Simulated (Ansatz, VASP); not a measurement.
**Two plane-wave programs on SnO2**

The input INCAR:

```
SYSTEM = SnO2
ALGO = Normal ; EDIFF = 1E-7
ENCUT = 520 ; GGA = PE
ISIF = 2 ; ISMEAR = 0
IVDW = 12 ; LASPH = .TRUE.
LCHARG = .FALSE. ; LREAL = .FALSE.
LWAVE = .FALSE. ; NBANDS = 35
NELM = 80 ; PREC = Accurate
SIGMA = 0.05
```

KPOINTS

```
k-points
0
G
  12 12 4
  0 0 0
```

The input POSCAR:

```
SnO2
1.0
    3.1845270180      0.0000000000      0.0000000000
   -1.5922635090      2.7578812966      0.0000000000
    0.0000000000      0.0000000000     10.2472985135
Sn O
2 4
Direct
   -0.0779839477      0.0000000000      0.5000000000
    0.0779839477      0.0000000000      0.0000000000
    0.5876925777      0.3333333333      0.4017901351
    0.7456407556      0.3333333333      0.0982098649
    0.2543592444      0.6666666667      0.5982098649
    0.4123074223      0.6666666667      0.9017901351
```

Input for Ansatz:

```yaml
crystal:
  lattice:
    - [3.184527018, 0.0, 0.0]
    - [-1.592263509, 2.7578812966, 0.0]
    - [0.0, 0.0, 10.2472985135]
  atoms:
    - { symbol: Sn, position: [-0.0779839477, 0.0, 0.5] }
    - { symbol: Sn, position: [0.0779839477, 0.0, 0.0] }
    - { symbol: O, position: [0.5876925777, 0.3333333333, 0.4017901351] }
    - { symbol: O, position: [0.7456407556, 0.3333333333, 0.0982098649] }
    - { symbol: O, position: [0.2543592444, 0.6666666667, 0.5982098649] }
    - { symbol: O, position: [0.4123074223, 0.6666666667, 0.9017901351] }
basis:
  ecutwfc: 520.0
kpoints:
  mp_grid: { grid: [12, 12, 4] }
hamiltonian:
  xc: pbe
  dispersion: d3bj
scf:
  occupations: { method: gaussian, width: 0.05 }
output:
  forces: true
  stress: true
  eigenvalues: true
```

Change from the starting cell: mode 1 frozen in at -0.254 Å, equal normal strain along x, y and z -0.0083.

Alike in both runs: task single point; functional PBE; dispersion D3(BJ); k mesh 12 × 12 × 4; occupations gaussian, width 0.05 eV; no spin polarisation.

|  | VASP | Ansatz |
| --- | --- | --- |
| version | VASP 6.6.1 | Ansatz 0.2.0 |
| potentials or method | VASP PAW PBE potentials, release 64 (Sn_d, O), cutoff 520 eV | scalar-relativistic, plane waves, PAW |
| valence electrons in the cell | 52 | 52 |

|  | VASP | Ansatz | Ansatz less VASP |
| --- | --- | --- | --- |
| gap on the k mesh at the Fermi level (eV) | 2.24 | 2.27 | +0.026 |
| least direct gap on the mesh (eV) | 2.64 | 2.66 | +0.019 |
| pressure (GPa) | 4.2 | 3.6 | -0.61 |
| traceless stress, the component that is largest in VASP (GPa) | -2.09 | -1.71 | +0.382 |
| rms of the force components (eV/Å) | 0.168 | 0.141 | -0.0272 |

Atom by atom the forces differ by 0.027 eV/Å (rms over components).
